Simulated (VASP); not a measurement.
Wanted: the native input for a VASP 6.6.1 run.

```
Task                   : single point
Functional             : PBE
Potentials or basis    : VASP PAW PBE potentials, release 64 (Cd, F)
Cutoff                 : 520 eV
k mesh                 : 8 × 8 × 8
Occupations            : gaussian, width 0.05 eV
Spin                   : no spin polarisation
Dipole correction      : no
Further INCAR settings : ALGO = Normal; EDIFF = 1e-06; NBANDS = 20
```

The structure of CdF2 lies in POSCAR:

```
CdF2
1.0
    1.4254861447      3.5637153617      3.5637153617
    3.5637153617      1.4254861447      3.5637153617
    3.5637153617      3.5637153617      1.4254861447
Cd F
1 2
Direct
    0.0000000000      0.0000000000      0.0000000000
    0.2500000000      0.2500000000      0.2500000000
    0.7500000000      0.7500000000      0.7500000000
```

This cell differs from its parent crystal: ratio of the length along [111] to the lengths across it x 2.0, volume and fractional coordinates fixed.

One way to write it, as run:

INCAR

```
SYSTEM = CdF2
PREC = Accurate
ENCUT = 520
EDIFF = 1E-6
ISMEAR = 0
SIGMA = 0.05
LREAL = .False.
LASPH = .True.
NELM = 100
ALGO = Normal
ISIF = 2
LWAVE = .False.
LCHARG = .True.
GGA = PE
LELF = .True.
LVHAR = .True.
NBANDS = 20
```

KPOINTS

```
regular mesh
0
Gamma
  8 8 8
  0 0 0
```

Potentials or basis: VASP PAW PBE potentials, release 64 (Cd, F).

Command:

```sh
$ cat potpaw_PBE.64/Cd/POTCAR potpaw_PBE.64/F/POTCAR > POTCAR
$ mpirun -np 1 vasp_std > vasp.out
```

Results of the run:

```yaml
Pressure: 30.4 GPa
Largest_force: 1.418 eV/Å
Band_gap_on_the_k_mesh: 3.44 eV (least direct gap 3.49 eV)
```

Caveat: the cell stands under pressure; forces of over 1 eV/Å act on the atoms, so gaps and moduli don't describe the material at rest.

Wall time 88 s on 1 thread of Intel(R) Xeon(R) Platinum 8488C (Sapphire Rapids), with other jobs on the host, peak memory 0.25 GiB.
